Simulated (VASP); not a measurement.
The system is Si2Ge.

```
CELL_PARAMETERS angstrom
2.86098 0.00000 0.00000
-1.43049 2.47768 0.00000
0.00000 0.00000 7.00794
ATOMIC_POSITIONS crystal
Si 0.33333 0.66667 0.66667
Si 0.66667 0.33333 0.33333
Ge 0.00000 0.00000 0.00000
```

* Program: VASP 6.6.1
* Task: relaxation of cell and atoms
* Functional: PBE
* Potentials or basis: VASP PAW PBE potentials, release 64 (Si, Ge_d)
* Cutoff: 600 eV
* k mesh: 6 × 6 × 4
* Occupations: gaussian, width 0.1 eV
* Spin: no spin polarisation

At the start: pressure -0.6 GPa; volume 16.56 Å³/atom.

Question: Where does the relaxation end?

Answer: Over 25 steps the energy falls by 112.9 meV/atom and the volume is 17.00 Å³/atom (+2.7 %); space group P-3m1 (No. 164, to 0.05 Å).

The path:
```
step  energy change (eV)  largest force (eV/Å)  pressure (GPa)  volume (Å³)
   1              0.0000                0.5372           -0.56        49.68
   2             -0.0288                0.5368           -0.18        49.26
   3             -0.1058                0.6028            2.36        48.02
   4             -0.0508                1.0809           12.35        45.61
   5             -0.1379                0.6582            4.01        47.46
   6             -0.1592                0.1024            7.66        46.53
   7             -0.1626                0.3778            6.40        46.85
   8             -0.1706                0.3020            6.42        46.89
   9             -0.1879                0.0575            7.03        47.02
  10             -0.1826                0.6400            7.77        47.29
  11             -0.1933                0.1958            7.17        47.13
  12             -0.2094                0.1866            6.83        47.47
  13             -0.2485                0.1589            4.59        48.52
  14             -0.2908                0.0781            1.18        50.67
  15             -0.2673                0.1105           -4.08        55.13
  16             -0.2985                0.0034           -0.78        52.11
  17             -0.3068                0.0105           -0.85        52.14
  18             -0.3288                0.0929           -0.98        52.22
  19             -0.3133                0.4646           -1.10        52.33
  20             -0.3317                0.1719           -1.02        52.27
  21             -0.3319                0.1524           -0.98        52.26
  22             -0.3349                0.1473           -0.58        51.87
  23             -0.3374                0.1350            0.46        50.98
  24             -0.3387                0.0436            0.27        50.99
  25             -0.3388                0.0012            0.15        51.00
```

Final structure:
```
CELL_PARAMETERS angstrom
2.96790 0.00000 0.00000
-1.48395 2.57028 0.00000
0.00000 0.00000 6.68499
ATOMIC_POSITIONS crystal
Si 0.33333 0.66667 0.63527
Si 0.66667 0.33333 0.36473
Ge 0.00000 0.00000 0.00000
```

Caveat: the k points lie up to 0.41 Å⁻¹ apart in the final cell.
